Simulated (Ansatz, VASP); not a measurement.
## One calculation of ZnO, two programs

```xyz
4
Lattice="3.2302 0.0000 0.0000 -1.6151 2.7974 0.0000 0.0000 0.0000 5.2134" Properties=species:S:1:pos:R:3 pbc="T T T"
Zn    0.0000    1.8649    2.6067
Zn    1.6151    0.9325    0.0000
O     1.6151    0.9325    1.9759
O     0.0000    1.8649    4.5825
```

Alike in both runs: functional PBEsol; k mesh 6 × 6 × 4; no spin polarisation.

Ansatz relaxed the structure, and its values are those at the end. VASP's run is a single point on that final structure, the one shown.

|  | VASP | Ansatz |
| --- | --- | --- |
| version | VASP 6.6.1 | Ansatz 0.2.0 |
| potentials or method | VASP PAW PBE potentials, release 64 (Zn, O), cutoff 520 eV | plane waves, PAW |
| occupations | gaussian, width 0.01 eV | fixed |
| valence electrons in the cell | 36 | 36 |

|  | VASP | Ansatz | Ansatz less VASP |
| --- | --- | --- | --- |
| pressure (GPa) | 0.8 | 0.0 | -0.80 |

VASP's potentials were made for PBE, not for PBEsol. Ansatz's warnings: structure snapped to symmetry.
